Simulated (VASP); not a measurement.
## LiGe2B2: single point with PBE

LiGe2B2:

```xyz
5
Lattice="3.0573 0.0000 0.0000 -1.5287 2.6477 0.0000 0.0000 0.0000 8.0166" Properties=species:S:1:pos:R:3 pbc="T T T"
Li    0.0000    0.0000    4.0083
B     0.0000    1.7652    6.0110
B     1.5287    0.8826    2.0057
Ge    0.0000    1.7652    2.0700
Ge    1.5287    0.8826    5.9466
```

This cell differs from its parent crystal: C replaced by Ge, lengths x 1.118, strained.

- Program: VASP 6.6.1
- Task: single point
- Functional: PBE
- Potentials or basis: VASP PAW PBE potentials, release 64 (Li_sv, B, Ge_d)
- Cutoff: 520 eV
- k mesh: 6 × 6 × 2
- Occupations: gaussian, width 0.1 eV
- Spin: no spin polarisation
- Dipole correction: no
- Further INCAR settings: ALGO = Normal; EDIFF = 1e-06; NBANDS = 26

* Largest force: 0.894 eV/Å
* Band gap on the k mesh: zero (an odd number of electrons rules out a gap without spin polarisation)

Forces on the atoms (eV/Å):
```
Li   0.000  0.000  0.000
B    0.000  0.000 -0.471
B    0.000  0.000  0.471
Ge   0.000  0.000 -0.894
Ge   0.000  0.000  0.894
```

Levels at points of the mesh, in eV from the Fermi level:
```tsv
k point	band 15	band 16	band 17	band 18	band 19	band 20	band 21	band 22
(0.00, 0.00, 0.00)	-3.72	1.05	1.05	1.14	1.14	2.64	7.66	7.66
(0.50, 0.00, 0.00)	-7.95	-2.13	-2.08	-1.91	0.32	1.05	2.80	5.19
(0.00, 0.00, 0.50)	-4.61	1.07	1.07	1.12	1.12	4.51	5.43	7.70
(0.50, 0.00, 0.50)	-7.97	-2.05	-1.94	-1.69	-0.40	1.58	1.93	5.42
```

It took 20 s on 1 thread of Intel(R) Xeon(R) Platinum 8259CL CPU @ 2.50GHz (Skylake/Cascade Lake), on a shared host, peak memory 0.18 GiB.

Caveat: the k points lie up to 0.40 Å⁻¹ apart, too coarse for converged energies and pressures of a metal; the cell differs from its parent crystal (C replaced by Ge, lengths x 1.118, strained).
